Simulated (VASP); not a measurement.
# CdSe (I-4m2) in VASP: further runs

The runs below take CdSe through relaxation of shape and atoms at fixed volume, with PBE.

Everything below comes from runs of VASP 6.6.1. Logs are shortened: lines on timing, memory, paths and dates and some standing lists are left out, and cuts for length are marked.

### 1 The cell of the first run

The typed cell holds 2 atoms: a = 4.244 Å, b = 4.244 Å, c = 4.244 Å, α = 119.96°, β = 119.96°, γ = 90.06°.

### 2 Relaxation of shape and atoms at fixed volume, PBE (27.04 Å³/atom)

INCAR

```
PREC     = Accurate       # precision mode
ENCUT    = 600            # plane-wave cutoff, eV
EDIFF    = 1E-6           # SCF threshold, eV
ISMEAR   = 0              # smearing method
SIGMA    = 0.02           # smearing width, eV
LREAL    = F              # projectors in reciprocal space
LASPH    = T              # aspherical terms in the spheres
NELM     = 80             # most SCF steps
ALGO     = Normal         # electronic algorithm
ISIF     = 4              # what is computed and relaxed
LWAVE    = F              # write WAVECAR
LCHARG   = F              # write CHGCAR
GGA      = PE             # functional
IBRION   = 2              # ionic algorithm
NSW      = 50             # ionic steps
EDIFFG   = -0.01          # ionic threshold
```

KPOINTS

```
regular mesh
0
Gamma
  12 12 12
```

POSCAR

```
CdSe
1.0
   -2.1231855648      2.1231855648      2.9993990076
    2.1231855648     -2.1231855648      2.9993990076
    2.1231855648      2.1231855648     -2.9993990076
Cd Se
1 1
Direct
    0.0000000000      0.0000000000      0.0000000000
    0.2500000000      0.7500000000      0.5000000000
```

Potentials or basis: VASP PAW PBE potentials, release 64 (Cd, Se).

Started as:

```
cat potpaw_PBE.64/Cd/POTCAR potpaw_PBE.64/Se/POTCAR > POTCAR
mpirun -np 1 vasp_std > vasp.out
```

OUTCAR:

```text
PREC = Accurate
   ENCUT = 600
   EDIFF = 1E-6
   ISMEAR = 0
   LREAL = F
   LASPH = T
   NELM = 80
   ISIF = 4
   GGA = PE
   IBRION = 2
   NSW = 50
   EDIFFG = -0.01

 ion  position               nearest neighbor table
   1  0.000  0.000  0.000-   2 2.60   2 2.60   2 2.60   2 2.60
   2  0.250  0.750  0.500-   1 2.60   1 2.60   1 2.60   1 2.60

  LATTYP: Found a body centered tetragonal cell.
 ALAT       =     4.2463711296
 C/A-ratio  =     1.4126881123

  Lattice vectors:

 A1 = (  -2.1231855648,   2.1231855648,   2.9993990076)
 A2 = (   2.1231855648,  -2.1231855648,   2.9993990076)
 A3 = (   2.1231855648,   2.1231855648,  -2.9993990076)

Analysis of symmetry for initial positions (statically):
=====================================================================
 Subroutine PRICEL returns:
 Original cell was already a primitive cell.

 Routine SETGRP: Setting up the symmetry group for a
 body centered tetragonal supercell.

 Subroutine GETGRP returns: Found  8 space group operations
 (whereof  8 operations were pure point group operations)
 out of a pool of 16 trial point group operations.

The static configuration has the point symmetry D_2d.

Analysis of symmetry for dynamics (positions and initial velocities):
=====================================================================
 Subroutine PRICEL returns:
 Original cell was already a primitive cell.

 Routine SETGRP: Setting up the symmetry group for a
 body centered tetragonal supercell.

 Subroutine GETGRP returns: Found  8 space group operations
 (whereof  8 operations were pure point group operations)
 out of a pool of 16 trial point group operations.

The dynamic configuration has the point symmetry D_2d.

 Subroutine INISYM returns: Found  8 space group operations
 (whereof  8 operations are pure point group operations),
 and found     1 'primitive' translations

----------------------------------------------------------------------------------------

                                     Primitive cell

  volume of cell :      54.0842

  direct lattice vectors                    reciprocal lattice vectors
    -2.123185565  2.123185565  2.999399008     0.000000000  0.235495196  0.166700062
     2.123185565 -2.123185565  2.999399008     0.235495196  0.000000000  0.166700062
     2.123185565  2.123185565 -2.999399008     0.235495196  0.235495196  0.000000000

  length of vectors
     4.244081560  4.244081560  4.244081560     0.288525385  0.288525385  0.333040500

  position of ions in fractional coordinates (direct lattice)
     0.000000000  0.000000000  0.000000000
     0.250000000  0.750000000  0.500000000

  ion indices of the primitive-cell ions
   primitive index   ion index
                 1           1
                 2           2

----------------------------------------------------------------------------------------

 KPOINTS: regular mesh

Automatic generation of k-mesh.
 Grid dimensions read from file:
 generate k-points for:   12   12   12

 Generating k-lattice:

  Cartesian coordinates                     Fractional coordinates (reciprocal lattice)
     0.000000000  0.019624600  0.013891672     0.083333333  0.000000000  0.000000000
     0.019624600  0.000000000  0.013891672     0.000000000  0.083333333  0.000000000
     0.019624600  0.019624600  0.000000000     0.000000000  0.000000000  0.083333333

  Length of vectors
     0.024043782  0.024043782  0.027753375

  Shift w.r.t. Gamma in fractional coordinates (k-lattice)
     0.000000000  0.000000000  0.000000000

 Subroutine IBZKPT returns following result:
 ===========================================

 Found    163 irreducible k-points:

 Following reciprocal coordinates:
            Coordinates               Weight
  0.000000  0.000000  0.000000      1.000000
  0.083333 -0.000000  0.000000      8.000000
  0.166667 -0.000000  0.000000      8.000000
  0.250000  0.000000 -0.000000      8.000000
  0.333333  0.000000  0.000000      8.000000
  0.416667  0.000000  0.000000      8.000000
[... 16 lines left out ...]
  0.500000  0.166667  0.000000     16.000000
 -0.416667  0.166667  0.000000     16.000000
 [... further k-points ...]
   k-points           NKPTS =    163   k-points in BZ     NKDIM =    163   number of bands    NBANDS=     13
   number of dos      NEDOS =    301   number of ions     NIONS =      2
   total plane-waves  NPLWV =  46656
   dimension x,y,z NGX =    36 NGY =   36 NGZ =   36
   dimension x,y,z NGXF=    72 NGYF=   72 NGZF=   72
   ions per type =               1   1
   NGX,Y,Z   is equivalent  to a cutoff of  14.10, 14.10, 14.10 a.u.
   NGXF,Y,Z  is equivalent  to a cutoff of  28.20, 28.20, 28.20 a.u.
 SYSTEM =  unknown system
   PREC   = accura    normal or accurate (medium, high low for compatibility)
   ISTART =      0    job   : 0-new  1-cont  2-samecut
   ICHARG =      2    charge: 1-file 2-atom 10-const
   ISPIN  =      1    spin polarized calculation?
   LNONCOLLINEAR =      F non collinear calculations
   LSORBIT =      F    spin-orbit coupling
   LASPH  =      T    aspherical Exc in radial PAW
   ENCUT  =  600.0 eV  44.10 Ry    6.64 a.u.   8.48  8.48  8.48*2*pi/ulx,y,z
   NELM   =     80;   NELMIN=  2; NELMDL= -5     # of ELM steps
   EDIFF  = 0.1E-05   stopping-criterion for ELM
   LREAL  =      F    real-space projection
   EDIFFG = -.1E-01   stopping-criterion for IOM
   NSW    =     50    number of steps for IOM
   IBRION =      2    ionic relax: 0-MD 1-quasi-New 2-CG
   NFREE  =      1    steps in history (QN), initial steepest desc. (CG)
   ISIF   =      4    stress and relaxation
   ISYM   =      2    0-nonsym 1-usesym 2-fastsym
   POTIM  = 0.5000    time-step for ionic-motion
   TEBEG  =    0.0;   TEEND  =   0.0 temperature during run
   PSTRESS=    0.0 pullay stress
   NELECT =      18.0000    total number of electrons
   NUPDOWN=      -1.0000    fix difference up-down
   EMIN   =  10.00;   EMAX   =-10.00  energy-range for DOS
   EFERMI =   0.00;   METHOD = LEGACY
   ISMEAR =     0;   SIGMA  =   0.02  broadening in eV -4-tet -1-fermi 0-gaus
   EFERMI_NEDOS =   21; number of points for ismear=-14 and -15
   IALGO  =     38    algorithm
   IMIX   =      4    mixing-type and parameters
     AMIX     =   0.40;   BMIX     =  1.00
     AMIX_MAG =   1.60;   BMIX_MAG =  1.00
  volume/ion in A,a.u.               =      27.04       182.49
  Fermi-wavevector in a.u.,A,eV,Ry     =   1.134512  2.143916 17.512285  1.287117
  Thomas-Fermi vector in A             =   2.271216
   LORBIT       =      0    0 simple, 1 ext, 2 COOP (PROOUT), +10 PAW based schemes
   GGA     = PE    functional components
   LHFCALC =     F    Hartree Fock is set to
   AEXX    =    0.0000 exact exchange contribution
   IVDW    =     0    specifies the selected vdW correction
   LEPSILON=     F    determine dielectric tensor
   LRPA    =     F    only Hartree local field effects (RPA)
 conjugate gradient relaxation of ions
 non-spin polarized calculation
 Gauss-broadening in eV      SIGMA  =   0.02
  energy-cutoff  :      600.00
  volume of cell :       54.08
 maximum number of plane-waves:      1828
 NGX is ok and might be reduce to    36
   NGX = 17   NGY = 17   NGZ = 17

 number of electron      18.0000003 magnetization

 Free energy of the ion-electron system (eV)
  ---------------------------------------------------
  ext. energy  EPLUGINS =         0.00000000
  ---------------------------------------------------
  free energy    TOTEN  =        -5.40788061 eV

  energy without entropy =       -5.40788061  energy(sigma->0) =       -5.40788061

 E-fermi :   1.3708     XC(G=0):  -9.0670

 val. band max:        1.2660327214   @ k =   0.0000   0.0000   0.0000
 cond. band min:       1.9544300819   @ k =   0.0000   0.0000   0.0000
 fundamental gap:      0.6883973605
 Fermi energy:         1.3708215829

 k-point     1 :       0.0000    0.0000    0.0000
  band No.  band energies     occupation
      1     -11.5608      2.00000
      2      -6.8150      2.00000
      3      -6.8150      2.00000
      4      -6.8145      2.00000
      5      -6.3960      2.00000
      6      -6.3956      2.00000
      7       1.2625      2.00000
      8       1.2625      2.00000
      9       1.2660      2.00000
     10       1.9544      0.00000
     11       7.1965      0.00000
     12       7.1965      0.00000
     13       7.1965      0.00000

 k-point     2 :       0.0833   -0.0000    0.0000
  band No.  band energies     occupation
      1     -11.5339      2.00000
      2      -6.8062      2.00000
      3      -6.8058      2.00000
      4      -6.7934      2.00000
      5      -6.3967      2.00000
      6      -6.3963      2.00000
      7       0.5326      2.00000
      8       1.1992      2.00000
      9       1.2018      2.00000
     10       2.5838      0.00000
     11       7.0777      0.00000
     12       7.2991      0.00000
     13       7.2993      0.00000

 k-point     3 :       0.1667   -0.0000    0.0000
  band No.  band energies     occupation
      1     -11.4602      2.00000
      2      -6.7829      2.00000
      3      -6.7826      2.00000
      4      -6.7230      2.00000
      5      -6.3971      2.00000
      6      -6.3969      2.00000
      7      -0.4922      2.00000
      8       1.0350      2.00000
      9       1.0380      2.00000
     10       3.2643      0.00000
     11       6.9955      0.00000
     12       7.5369      0.00000
     13       7.5384      0.00000

 k-point     4 :       0.2500    0.0000   -0.0000
  band No.  band energies     occupation
      1     -11.3583      2.00000
      2      -6.7541      2.00000
      3      -6.7537      2.00000
      4      -6.5909      2.00000
      5      -6.3937      2.00000
      6      -6.3937      2.00000
      7      -1.5073      2.00000
      8       0.8274      2.00000
      9       0.8311      2.00000
     10       3.6376      0.00000
     11       7.2959      0.00000
     12       7.7367      0.00000
     13       7.7407      0.00000

 k-point     5 :       0.3333    0.0000    0.0000
  band No.  band energies     occupation
      1     -11.2555      2.00000
      2      -6.7296      2.00000
      3      -6.7291      2.00000
      4      -6.3944      2.00000
      5      -6.3849      2.00000
      6      -6.3848      2.00000
      7      -2.4165      2.00000
      8       0.6348      2.00000
      9       0.6392      2.00000
     10       3.7337      0.00000
     11       7.7816      0.00000
     12       7.7879      0.00000
     13       7.9411      0.00000
[... 257 lines left out ...]
 k-point    22 :       0.4167    0.1667    0.0000
  band No.  band energies     occupation
      1     -11.1146      2.00000
      2      -6.6874      2.00000
      3      -6.6674      2.00000
      4      -6.4011      2.00000
      5      -6.3783      2.00000
      6      -6.0182      2.00000
      7      -3.1616      2.00000
      8      -0.5481      2.00000
      9       0.2377      2.00000
     10       4.7382      0.00000
     11       6.9691      0.00000
     12       8.3208      0.00000
     13       8.8531      0.00000

 k-point    23 :       0.5000    0.1667    0.0000
  band No.  band energies     occupation
      1     -11.1214      2.00000
      2      -6.6899      2.00000
      3      -6.6617      2.00000
      4      -6.4228      2.00000
      5      -6.3644      2.00000
      6      -6.0535      2.00000
      7      -3.0878      2.00000
      8      -0.4039      2.00000
      9       0.1235      2.00000
     10       4.7140      0.00000
     11       6.8733      0.00000
     12       8.4649      0.00000
     13       8.6277      0.00000

 k-point    24 :      -0.4167    0.1667    0.0000
  band No.  band energies     occupation
      1     -11.1737      2.00000
      2      -6.6981      2.00000
      3      -6.6678      2.00000
      4      -6.4602      2.00000
      5      -6.3607      2.00000
      6      -6.2263      2.00000
      7      -2.6037      2.00000
      8      -0.1573      2.00000
      9       0.1184      2.00000
     10       4.7001      0.00000
     11       6.6707      0.00000
     12       8.0719      0.00000
     13       8.6125      0.00000

 [... further k-points ...]
[... 5 lines left out ...]
  --------------------------------------------------------------------------------------
  -------------------------------------------------------------------------------------
  Total        1.9109671      1.9109671      1.9152626      0.0000000     -0.0000000      0.0000000
  in kB       56.6100649     56.6100649     56.7373146      0.0000000     -0.0000000      0.0000000
  external PRESSURE =      56.6524815 kB  Pullay stress =       0.0000000 kB

 VOLUME and BASIS-vectors are now :
 -----------------------------------------------------------------------------
  energy-cutoff  :      600.00
  volume of cell :       54.08
      direct lattice vectors                 reciprocal lattice vectors
    -2.123185565  2.123185565  2.999399008     0.000000000  0.235495196  0.166700062
     2.123185565 -2.123185565  2.999399008     0.235495196  0.000000000  0.166700062
     2.123185565  2.123185565 -2.999399008     0.235495196  0.235495196  0.000000000

 POSITION                                       TOTAL-FORCE (eV/Angst)
 -----------------------------------------------------------------------------------
      0.00000      0.00000      0.00000        -0.000000     -0.000000      0.000000
      2.12319      0.00000      1.49970         0.000000      0.000000     -0.000000
 -----------------------------------------------------------------------------------
    total drift:                                0.000000     -0.000000      0.000000

  FREE ENERGIE OF THE ION-ELECTRON SYSTEM (eV)
  ---------------------------------------------------
  free  energy   TOTEN  =        -5.4078806083 eV

  energy  without entropy=       -5.4078806083  energy(sigma->0) =       -5.40788061

 reached required accuracy - stopping structural energy minimisation
```

Wall time 2.2 min (1 thread of Intel Xeon Platinum 8375C at 2.90GHz (Ice Lake), shared host); peak memory 0.32 GiB.

What came out:

```
Free energy             : -5.4079 eV
Pressure after relaxing : 5.7 GPa
Band gap on the k mesh  : 0.69 eV
```

Final structure:
```
CELL_PARAMETERS angstrom
-2.12319 2.12319 2.99940
2.12319 -2.12319 2.99940
2.12319 2.12319 -2.99940
ATOMIC_POSITIONS crystal
Cd 0.00000 0.00000 0.00000
Se 0.25000 0.75000 0.50000
```

Caveat: semilocal functionals underestimate gaps, and a narrow one can read as zero.

(Part 1 of 2 ends here.)
